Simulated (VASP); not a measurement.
Write the native input for VASP 6.6.1 that does the following.

| Quantity | Value |
| --- | --- |
| Task | single point |
| Functional | LDA |
| Potentials or basis | VASP PAW LDA potentials, release 64 (Si) |
| Cutoff | 520 eV |
| k mesh | 2 × 2 × 2 |
| Occupations | fermi-dirac, width 0.02 eV |
| Spin | no spin polarisation |
| Dipole correction | no |
| Further INCAR settings | LREAL = Auto; ALGO = Normal; EDIFF = 1e-07; NBANDS = 48 |

The structure of Si (a cell with a defect) lies in POSCAR:

```
Si
1.0
    0.0000000000      5.4300000000      5.4300000000
    5.4300000000      0.0000000000      5.4300000000
    5.4300000000      5.4300000000      0.0000000000
Si
17
Direct
   -0.0031391649     -0.0025250770      0.0029251456
    0.1227108707      0.1237005811      0.1308310889
   -0.0006025070      0.0006696598      0.5001115024
    0.1229209707      0.1235815773      0.6229601890
   -0.0036099547      0.5038223220      0.0033338758
    0.1262489590      0.6253162194      0.1243935382
   -0.0034054918      0.5036673559      0.4967557628
    0.1225624431      0.6314260329      0.6231741934
    0.5026363378     -0.0025639501      0.0030365783
    0.6243524214      0.1266176346      0.1245619167
    0.5027731812     -0.0026570254      0.4968980403
    0.6301072303      0.1235736283      0.6231571773
    0.4998089170      0.5003709814     -0.0000443824
    0.6239060664      0.6252916535      0.1245385992
    0.5026805853      0.5035957674      0.4969103657
    0.6240920769      0.6252171445      0.6263179832
    0.2493127587      0.2509658944      0.7500066257
```

These files were run (other wordings do the same):

INCAR

```
SYSTEM = Si
  PREC = Accurate
  ENCUT = 520
  EDIFF = 1E-7
  ISMEAR = -1
  SIGMA = 0.02
  LREAL = Auto
  LASPH = .True.
  NELM = 60
  ALGO = Normal
  ISIF = 2
  LWAVE = .False.
  LCHARG = .False.
  GGA = CA
  NBANDS = 48
```

KPOINTS

```
regular mesh
0
Gamma
  2 2 2
  0 0 0
```

Potentials or basis: VASP PAW LDA potentials, release 64 (Si).

Command:

```sh
$ cat potpaw_LDA.64/Si/POTCAR > POTCAR
$ mpirun -np 1 vasp_std > vasp.out
```

Results of the run:

| Quantity | Value |
| --- | --- |
| Pressure | 1.7 GPa |
| Largest force | 0.022 eV/Å |
| Band gap on the k mesh | zero (band 34 reaches 6.81 eV, above the bottom of band 35 at 6.57 eV) |

Caveat: the k points lie up to 0.50 Å⁻¹ apart.

Wall time 100 s on 1 thread of Intel(R) Xeon(R) 6975P-C (Granite Rapids), on a shared host, peak memory 0.37 GiB.
